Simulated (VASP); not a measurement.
# C (P6_3/mmc) in VASP: a series of runs

The runs below take C through single point, with LDA.

All numbers are computed with VASP 6.6.1; they aren't measurements. Logs are shortened: lines on timing, memory, paths and dates and some standing lists are left out, and cuts for length are marked.

## 1. The cell of the first run

It takes space group P6_3/mmc (No. 194, hexagonal). Conventional cell: a = 2.461 Å, b = 2.461 Å, c = 8.406 Å, α = 90.00°, β = 90.00°, γ = 120.00°. C (site symmetry 3m) has 4 C at 1.51 to 1.53 Å within 2.0 Å. Within 2.0 Å of C (site symmetry 3m) lie 4 C at 1.53 to 1.55 Å.

## 2. Single point, LDA (atoms displaced along a vibrational mode, the cell strained)

The input, INCAR:

```
PREC = Accurate ; ENCUT = 520
EDIFF = 1E-6 ; ISMEAR = 0
SIGMA = 0.05 ; LREAL = F
LASPH = T ; NELM = 80
ALGO = Normal ; ISIF = 2
LWAVE = F ; LCHARG = F
NBANDS = 26
```

The input, KPOINTS:

```
Automatic mesh
0
Gamma
  12 12 4
```

The input, POSCAR:

```
C
1.0
    2.4606208111      0.0000000000      0.0000000000
   -1.2303104055      2.1309601315      0.0000000000
    0.0000000000      0.0000000000      8.4056584863
C
8
Direct
    0.0000000000      0.0000000000      0.0900147857
    0.0000000000      0.0000000000      0.5900147857
    0.0000000000      0.0000000000      0.4099852143
    0.0000000000      0.0000000000      0.9099852143
    0.3333333333      0.6666666667      0.1578160184
    0.6666666667      0.3333333333      0.6578160184
    0.3333333333      0.6666666667      0.3421839816
    0.6666666667      0.3333333333      0.8421839816
```

Potentials or basis: VASP PAW LDA potentials, release 64 (C).

Started as:

```
cat potpaw_LDA.64/C/POTCAR > POTCAR
mpirun -np 1 vasp_std > vasp.out
```

OUTCAR:

```text
PREC = Accurate
   ENCUT = 520
   EDIFF = 1E-6
   ISMEAR = 0
   LREAL = F
   LASPH = T
   NELM = 80
   ISIF = 2

 ion  position               nearest neighbor table
   1  0.000  0.000  0.090-   4 1.51   5 1.53   5 1.53   5 1.53
   2  0.000  0.000  0.590-   3 1.51   6 1.53   6 1.53   6 1.53
   3  0.000  0.000  0.410-   2 1.51   7 1.53   7 1.53   7 1.53
   4  0.000  0.000  0.910-   1 1.51   8 1.53   8 1.53   8 1.53
   5  0.333  0.667  0.158-   1 1.53   1 1.53   1 1.53   7 1.55
   6  0.667  0.333  0.658-   2 1.53   2 1.53   2 1.53   8 1.55
   7  0.333  0.667  0.342-   3 1.53   3 1.53   3 1.53   5 1.55
   8  0.667  0.333  0.842-   4 1.53   4 1.53   4 1.53   6 1.55

  LATTYP: Found a hexagonal cell.
 ALAT       =     2.4606208111
 C/A-ratio  =     3.4160722564

  Lattice vectors:

 A1 = (   2.4606208111,   0.0000000000,   0.0000000000)
 A2 = (  -1.2303104055,   2.1309601315,   0.0000000000)
 A3 = (   0.0000000000,   0.0000000000,   8.4056584863)

Analysis of symmetry for initial positions (statically):
=====================================================================
 Subroutine PRICEL returns:
 Original cell was already a primitive cell.

 Routine SETGRP: Setting up the symmetry group for a
 hexagonal supercell.

 Subroutine GETGRP returns: Found 24 space group operations
 (whereof 12 operations were pure point group operations)
 out of a pool of 24 trial point group operations.

The static configuration has the point symmetry D_3d.
 The point group associated with its full space group is D_6h.

Analysis of symmetry for dynamics (positions and initial velocities):
=====================================================================
 Subroutine PRICEL returns:
 Original cell was already a primitive cell.

 Routine SETGRP: Setting up the symmetry group for a
 hexagonal supercell.

 Subroutine GETGRP returns: Found 24 space group operations
 (whereof 12 operations were pure point group operations)
 out of a pool of 24 trial point group operations.

The dynamic configuration has the point symmetry D_3d.
 The point group associated with its full space group is D_6h.

 Subroutine INISYM returns: Found 24 space group operations
 (whereof 12 operations are pure point group operations),
 and found     1 'primitive' translations

[... 99 lines left out ...]
   ICHARG =      2    charge: 1-file 2-atom 10-const
   ISPIN  =      1    spin polarized calculation?
   LNONCOLLINEAR =      F non collinear calculations
   LSORBIT =      F    spin-orbit coupling
   LASPH  =      T    aspherical Exc in radial PAW
   ENCUT  =  520.0 eV  38.22 Ry    6.18 a.u.   4.58  4.58 15.63*2*pi/ulx,y,z
   NELM   =     80;   NELMIN=  2; NELMDL= -5     # of ELM steps
   EDIFF  = 0.1E-05   stopping-criterion for ELM
   LREAL  =      F    real-space projection
[... 7 lines left out ...]
   TEBEG  =    0.0;   TEEND  =   0.0 temperature during run
   PSTRESS=    0.0 pullay stress
   NELECT =      32.0000    total number of electrons
   NUPDOWN=      -1.0000    fix difference up-down
   EMIN   =  10.00;   EMAX   =-10.00  energy-range for DOS
   EFERMI =   0.00;   METHOD = LEGACY
   ISMEAR =     0;   SIGMA  =   0.05  broadening in eV -4-tet -1-fermi 0-gaus
   EFERMI_NEDOS =   21; number of points for ismear=-14 and -15
   IALGO  =     38    algorithm
   IMIX   =      4    mixing-type and parameters
     AMIX     =   0.40;   BMIX     =  1.00
     AMIX_MAG =   1.60;   BMIX_MAG =  1.00
  volume/ion in A,a.u.               =       5.51        37.18
  Fermi-wavevector in a.u.,A,eV,Ry     =   1.471389  2.780522 29.456426  2.164986
  Thomas-Fermi vector in A             =   2.586531
   LORBIT       =      0    0 simple, 1 ext, 2 COOP (PROOUT), +10 PAW based schemes
   GGA     = CA    functional components
   LHFCALC =     F    Hartree Fock is set to
   AEXX    =    0.0000 exact exchange contribution
   IVDW    =     0    specifies the selected vdW correction
   LEPSILON=     F    determine dielectric tensor
   LRPA    =     F    only Hartree local field effects (RPA)
 non-spin polarized calculation
 Gauss-broadening in eV      SIGMA  =   0.05
  energy-cutoff  :      520.00
  volume of cell :       44.07
 maximum number of plane-waves:      1210
   NGX =  9   NGY =  9   NGZ = 31

 number of electron      31.9999994 magnetization

 Free energy of the ion-electron system (eV)
  ---------------------------------------------------
  ext. energy  EPLUGINS =         0.00000000
  ---------------------------------------------------
  free energy    TOTEN  =       -80.63802087 eV

  energy without entropy =      -80.63802087  energy(sigma->0) =      -80.63802087

 E-fermi :  11.0052     XC(G=0): -13.6433

 val. band max:       10.7046918387   @ k =   0.0000   0.0000   0.0000
 cond. band min:      14.7000835798   @ k =   0.3333   0.3333   0.5000
 fundamental gap:      3.9953917411
 Fermi energy:        11.0052487320

 k-point     1 :       0.0000    0.0000    0.0000
  band No.  band energies     occupation
      1     -11.5638      2.00000
      2     -10.0125      2.00000
      3      -9.8326      2.00000
      4      -6.0327      2.00000
      5      -3.7994      2.00000
      6       2.6747      2.00000
[... 685 lines left out ...]
     25      20.5868      0.00000
     26      22.3032      0.00000

 [... further k-points ...]

------------------------ aborting loop because EDIFF is reached ----------------------------------------

  FORCE on cell =-STRESS in cart. coord.  units (eV):
  Direction    XX          YY          ZZ          XY          YZ          ZX
  --------------------------------------------------------------------------------------
  -------------------------------------------------------------------------------------
  Total        4.3179826      4.3179826     -7.3578291      0.0000000      0.0000000      0.0000000
  in kB      156.9638745    156.9638745   -267.4659617      0.0000000      0.0000000      0.0000000
  external PRESSURE =      15.4872624 kB  Pullay stress =       0.0000000 kB

 VOLUME and BASIS-vectors are now :
 -----------------------------------------------------------------------------
  energy-cutoff  :      520.00
  volume of cell :       44.07
      direct lattice vectors                 reciprocal lattice vectors
     2.460620811  0.000000000  0.000000000     0.406401505  0.234636018  0.000000000
    -1.230310406  2.130960132  0.000000000     0.000000000  0.469272036  0.000000000
     0.000000000  0.000000000  8.405658486     0.000000000  0.000000000  0.118967479

 POSITION                                       TOTAL-FORCE (eV/Angst)
 -----------------------------------------------------------------------------------
      0.00000      0.00000      0.75663         0.000000      0.000000      1.783658
      0.00000      0.00000      4.95946        -0.000000     -0.000000      1.783658
      0.00000      0.00000      3.44620         0.000000      0.000000     -1.783658
      0.00000      0.00000      7.64902         0.000000      0.000000     -1.783658
     -0.00000      1.42064      1.32655        -0.000000     -0.000000     -1.335670
      1.23031      0.71032      5.52938        -0.000000      0.000000     -1.335670
     -0.00000      1.42064      2.87628         0.000000      0.000000      1.335670
      1.23031      0.71032      7.07911         0.000000     -0.000000      1.335670
 -----------------------------------------------------------------------------------
    total drift:                                0.000000      0.000000      0.000000

  FREE ENERGIE OF THE ION-ELECTRON SYSTEM (eV)
  ---------------------------------------------------
  free  energy   TOTEN  =       -80.6380208710 eV

  energy  without entropy=      -80.6380208710  energy(sigma->0) =      -80.63802087
```

Run time: 39 s. Hardware: 1 thread of Intel Xeon Platinum 8488C (Sapphire Rapids), shared host; peak memory 0.16 GiB.

What came out:

| Item | Value |
| --- | --- |
| Free energy | -80.6380 eV |
| Pressure | 1.5 GPa |
| Largest force | 1.784 eV/Å |
| Band gap on the k mesh | 4.00 eV (least direct gap 4.92 eV) |

Forces on the atoms (eV/Å):
```
C    0.000  0.000  1.784
C    0.000  0.000  1.784
C    0.000  0.000 -1.784
C    0.000  0.000 -1.784
C    0.000  0.000 -1.336
C    0.000  0.000 -1.336
C    0.000  0.000  1.336
C    0.000  0.000  1.336
```

Stress tensor (GPa, compression positive):
```
 15.70   0.00   0.00
  0.00  15.70   0.00
  0.00   0.00 -26.75
```

Caveat: the cell differs from its parent crystal (atoms displaced along a vibrational mode, the cell strained); forces of over 1 eV/Å act on the atoms, so gaps and moduli don't describe the material at rest. A k mesh can miss the band edges.

(Part 1 of 2 ends here.)
